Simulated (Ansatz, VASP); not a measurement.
# One calculation of MgSi4O8, two programs

```xyz
13
Lattice="5.2437 0.0000 0.0000 -2.6219 4.5412 0.0000 0.0000 0.0000 8.5630" Properties=species:S:1:pos:R:3 pbc="T T T"
Mg    0.0000    0.0000    0.0000
Si    0.0000    3.0275    5.8871
Si    2.6219    1.5137    1.6056
Si    2.6219    1.5137    6.9574
Si    0.0000    3.0275    2.6759
O    -1.0309    2.4323    6.5561
O     1.0309    2.4323    6.5561
O     0.0000    4.2178    6.5561
O     0.0000    3.0275    4.2815
O     2.6219    1.5137    0.0000
O     0.0000    4.2178    2.0069
O     1.0309    2.4323    2.0069
O    -1.0309    2.4323    2.0069
```

Alike in both runs: task relaxation of cell and atoms; functional PBE; k mesh 6 × 6 × 2; occupations gaussian, width 0.1 eV; no spin polarisation.

```csv
,VASP,Ansatz
version,VASP 6.6.1,Ansatz 0.2.0
potentials or method,"VASP PAW PBE potentials, release 64 (Mg, Si, O), cutoff 600 eV","scalar-relativistic, plane waves, PAW"
valence electrons in the cell,66,74
```

|  | VASP | Ansatz | Ansatz less VASP |
| --- | --- | --- | --- |
| gap on the k mesh at the Fermi level, each at its own relaxed structure (eV) | 1.39 | 1.40 | +0.015 |
| relaxed volume (Å³/atom) | 16.23 | 16.21 | -0.015 |
| relaxed length of the cell vector where the two differ most in proportion (Å) | 5.312 | 5.308 | -0.0045 |

VASP's potentials hold 66 valence electrons a cell and Ansatz's 74, so a difference there can come from the potentials and not from the codes.
